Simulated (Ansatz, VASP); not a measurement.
# Two plane-wave programs on Sb

```
CELL_PARAMETERS angstrom
2.17060 1.25320 3.87109
-2.17060 1.25320 3.87109
0.00000 -2.50640 3.87109
ATOMIC_POSITIONS crystal
Sb 0.23130 0.23130 0.23130
Sb 0.76870 0.76870 0.76870
```

Alike in both runs: task single point; functional r2SCAN; k mesh 9 × 9 × 9; occupations gaussian, width 0.6 eV; no spin polarisation.

|  | VASP | Ansatz |
| --- | --- | --- |
| version | VASP 6.6.1 | Ansatz 0.2.0 |
| potentials or method | VASP PAW PBE potentials, release 64 (Sb), cutoff 520 eV | plane waves (500 eV) with PAW, scalar-relativistic |
| valence electrons in the cell | 10 | 30 |

Ansatz gave:

| Property | Result |
| --- | --- |
| pressure (GPa) | 0.0 |
| traceless stress, the component that is largest in VASP (GPa) | 0.12 |

Task: What did VASP give for the same quantities?

Result: Pressure (GPa): 0.1; traceless stress, the component that is largest in VASP (GPa): 0.07.

VASP's potentials were made for PBE, not for r2SCAN. VASP's potentials hold 10 valence electrons a cell and Ansatz's 30, so a difference there can come from the potentials and not from the codes.

Neither program's run includes spin-orbit coupling.
